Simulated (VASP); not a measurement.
# MgSe (Fm-3m) in VASP: notebook, part 2 of 2

VASP 6.6.1. Earlier steps stand in the parts before.

## Step 3: Single point, PBE

INCAR

```
ALGO     = Normal         # electronic algorithm
EDIFF    = 1E-6           # SCF threshold, eV
ENCUT    = 600            # plane-wave cutoff, eV
GGA      = PE             # functional
GGA_COMPAT= F            
ISIF     = 2              # what is computed and relaxed
ISMEAR   = 0              # smearing method
LASPH    = T              # aspherical terms in the spheres
LCHARG   = F              # write CHGCAR
LREAL    = F              # projectors in reciprocal space
LWAVE    = F              # write WAVECAR
NBANDS   = 11             # bands
NELM     = 120            # most SCF steps
PREC     = Accurate       # precision mode
SIGMA    = 0.01           # smearing width, eV
```

KPOINTS

```
k-points
0
Gamma
  6 6 6
```

POSCAR

```
MgSe
1.0
    0.0000000000      2.7546907340      2.7546907340
    2.7546907340      0.0000000000      2.7546907340
    2.7546907340      2.7546907340      0.0000000000
Mg Se
1 1
Direct
    0.0000000000      0.0000000000      0.0000000000
    0.5000000000      0.5000000000      0.5000000000
```

Potentials or basis: VASP PAW PBE potentials, release 64 (Mg, Se).

Started as:

```bash
> cat potpaw_PBE.64/Mg/POTCAR potpaw_PBE.64/Se/POTCAR > POTCAR
> mpirun -np 1 vasp_std > vasp.out
```

OUTCAR:

```text
EDIFF = 1E-6
   ENCUT = 600
   GGA = PE
   ISIF = 2
   ISMEAR = 0
   LASPH = T
   LREAL = F
   NELM = 120
   PREC = Accurate

 ion  position               nearest neighbor table
   1  0.000  0.000  0.000-   2 2.75   2 2.75   2 2.75   2 2.75   2 2.75   2 2.75
   2  0.500  0.500  0.500-   1 2.75   1 2.75   1 2.75   1 2.75   1 2.75   1 2.75

  LATTYP: Found a face centered cubic cell.
 ALAT       =     5.5093814680

  Lattice vectors:

 A1 = (   0.0000000000,   2.7546907340,   2.7546907340)
 A2 = (   2.7546907340,   0.0000000000,   2.7546907340)
 A3 = (   2.7546907340,   2.7546907340,   0.0000000000)

Analysis of symmetry for initial positions (statically):
=====================================================================
 Subroutine PRICEL returns:
 Original cell was already a primitive cell.

 Routine SETGRP: Setting up the symmetry group for a
 face centered cubic supercell.

 Subroutine GETGRP returns: Found 48 space group operations
 (whereof 48 operations were pure point group operations)
 out of a pool of 48 trial point group operations.

[... 162 lines left out ...]
      1      -9.8045      2.00000
      2       2.9659      2.00000
      3       2.9659      2.00000
      4       2.9659      2.00000
      5       5.3507      0.00000
      6      10.3853      0.00000
      7      10.3853      0.00000
      8      10.3853      0.00000
      9      12.8749      0.00000
     10      12.8749      0.00000
     11      13.9030      0.00000
[... 197 lines left out ...]
 k-point    16 :      -0.3333    0.5000    0.1667
  band No.  band energies     occupation
      1      -8.4337      2.00000
      2      -0.7104      2.00000
      3       0.4018      2.00000
      4       0.6562      2.00000
      5       6.4538      0.00000
      6       8.7852      0.00000
      7      11.0099      0.00000
      8      12.3161      0.00000
      9      15.2677      0.00000
     10      16.5833      0.00000
     11      17.3223      0.00000

------------------------ aborting loop because EDIFF is reached ----------------------------------------

  FORCE on cell =-STRESS in cart. coord.  units (eV):
  Direction    XX          YY          ZZ          XY          YZ          ZX
  --------------------------------------------------------------------------------------
  -------------------------------------------------------------------------------------
  Total       -0.0344815     -0.0344815     -0.0344815     -0.0000000      0.0000000      0.0000000
  in kB       -1.3214427     -1.3214427     -1.3214427     -0.0000000      0.0000000      0.0000000
  external PRESSURE =      -1.3214427 kB  Pullay stress =       0.0000000 kB

 VOLUME and BASIS-vectors are now :
 -----------------------------------------------------------------------------
  energy-cutoff  :      600.00
  volume of cell :       41.81
      direct lattice vectors                 reciprocal lattice vectors
     0.000000000  2.754690734  2.754690734    -0.181508579  0.181508579  0.181508579
     2.754690734  0.000000000  2.754690734     0.181508579 -0.181508579  0.181508579
     2.754690734  2.754690734  0.000000000     0.181508579  0.181508579 -0.181508579

 POSITION                                       TOTAL-FORCE (eV/Angst)
 -----------------------------------------------------------------------------------
      0.00000      0.00000      0.00000        -0.000000      0.000000     -0.000000
      2.75469      2.75469      2.75469         0.000000     -0.000000      0.000000
 -----------------------------------------------------------------------------------
    total drift:                               -0.000000     -0.000000      0.000000

  FREE ENERGIE OF THE ION-ELECTRON SYSTEM (eV)
  ---------------------------------------------------
  free  energy   TOTEN  =        -7.4858075206 eV

  energy  without entropy=       -7.4858075206  energy(sigma->0) =       -7.48580752
```

OSZICAR:

```text
N       E                     dE             d eps       ncg     rms          rms(c)
DAV:   1     0.242484133920E+02    0.24248E+02   -0.37405E+03   360   0.657E+02
DAV:   2    -0.619550484474E+01   -0.30444E+02   -0.28271E+02   446   0.952E+01
DAV:   3    -0.779153628637E+01   -0.15960E+01   -0.15931E+01   441   0.235E+01
DAV:   4    -0.780061250066E+01   -0.90762E-02   -0.90758E-02   382   0.203E+00
DAV:   5    -0.780066359159E+01   -0.51091E-04   -0.51091E-04   440   0.162E-01    0.294E+00
DAV:   6    -0.753046148387E+01    0.27020E+00   -0.48079E-01   376   0.257E+00    0.184E+00
DAV:   7    -0.748646505408E+01    0.43996E-01   -0.21355E-01   403   0.184E+00    0.933E-01
DAV:   8    -0.748590573274E+01    0.55932E-03   -0.10593E-02   382   0.544E-01    0.256E-01
DAV:   9    -0.748579871925E+01    0.10701E-03   -0.31869E-04   409   0.943E-02    0.122E-01
DAV:  10    -0.748581027591E+01   -0.11557E-04   -0.14358E-04   382   0.513E-02    0.234E-02
DAV:  11    -0.748580731655E+01    0.29594E-05   -0.18821E-05   397   0.174E-02    0.613E-03
DAV:  12    -0.748580752063E+01   -0.20407E-06   -0.68723E-07   246   0.478E-03
   1 F= -.74858075E+01 E0= -.74858075E+01  d E =-.658462E-77
```

Run time: 10 s. Hardware: 1 thread of Intel Xeon Platinum 8375C at 2.90GHz (Ice Lake), shared host; peak memory 0.17 GiB.

Results:

```
Free energy            : -7.4858 eV
Pressure               : -0.1 GPa
Band gap on the k mesh : 1.74 eV, indirect (least direct gap 2.38 eV)
```

## Step 4: Single point, PBE, collinear spin, zero start

INCAR

```
  PREC = Accurate
  ENCUT = 600
  EDIFF = 1E-6
  ISMEAR = -1
  SIGMA = 0.1
  LREAL = False
  LASPH = True
  NELM = 200
  ALGO = Normal
  ISIF = 2
  LWAVE = False
  LCHARG = False
  ISPIN = 2
  MAGMOM = 0 0
  LORBIT = 11
  GGA = PE
  NBANDS = 15
  GGA_COMPAT = False
```

KPOINTS

```
Automatic mesh
0
Gamma
  6 6 6
```

POSCAR

```
MgSe
1.0
    0.0000000000      2.7546910864      2.7546910864
    2.7546910864      0.0000000000      2.7546910864
    2.7546910864      2.7546910864      0.0000000000
Mg Se
1 1
Direct
    0.0000000000      0.0000000000      0.0000000000
    0.5000000000      0.5000000000      0.5000000000
```

Started as:

```bash
> cat potpaw_PBE.64/Mg/POTCAR potpaw_PBE.64/Se/POTCAR > POTCAR
> mpirun -np 1 vasp_std > vasp.out
```

It took 25 s on 1 thread of Intel Xeon Platinum 8375C at 2.90GHz (Ice Lake), shared host; peak memory 0.2 GiB.

Results (log left out):

```
Free energy                                           : -7.4858 eV
Pressure                                              : -0.1 GPa
Band gap on the k mesh                                : 1.74 eV, indirect (least direct gap 2.38 eV)
Net moment                                            : 0.00 μB per cell
Valence electrons inside the program's atomic spheres : Mg 0.29; Se 3.94
```

Levels at points of the mesh, in eV from the valence-band top:
Spin up:
| k point | band 1 | band 2 | band 3 | band 4 | band 5 | band 6 | band 7 | band 8 | band 9 |
| --- | --- | --- | --- | --- | --- | --- | --- | --- | --- |
| (0.00, 0.00, 0.00) | -12.77 | 0.00 | 0.00 | 0.00 | 2.38 | 7.42 | 7.42 | 7.42 | 9.91 |
| (0.50, 0.00, 0.00) | -11.72 | -4.78 | -0.55 | -0.55 | 3.79 | 6.05 | 6.05 | 8.37 | 11.23 |
| (0.50, 0.50, 0.00) | -11.42 | -4.10 | -1.71 | -1.71 | 1.74 | 4.05 | 11.44 | 11.89 | 11.89 |
Spin down:
| k point | band 2 | band 3 | band 4 | band 5 | band 6 | band 7 |
| --- | --- | --- | --- | --- | --- | --- |
| (0.00, 0.00, 0.00) | 0.00 | 0.00 | 0.00 | 2.38 | 7.42 | 7.42 |
| (0.50, 0.00, 0.00) | -4.78 | -0.55 | -0.55 | 3.79 | 6.05 | 6.05 |
| (0.50, 0.50, 0.00) | -4.10 | -1.71 | -1.71 | 1.74 | 4.05 | 11.44 |

A k mesh can miss the band edges.

## Step 5: The runs side by side

```csv
spin,smearing,gap on the mesh (eV),pressure (GPa)
off,fermi-dirac 0.1 eV,1.74,-0.1
off,gaussian 0.01 eV,1.74,-0.1
"collinear, zero start",fermi-dirac 0.1 eV,1.74,-0.1
```

Alike in all rows: task single point; level PBE; potentials or basis VASP PAW PBE potentials, release 64 (Mg, Se); cell a = 3.896 Å, angles 60.0°, 2 atoms; k mesh 6 × 6 × 6; cutoff (eV) 600.

On the cell as given the gap runs from 1.74 eV (PBE) to 1.74 eV (PBE).

Total energies depend on the potentials used, so only differences within one code and one set of settings carry meaning.
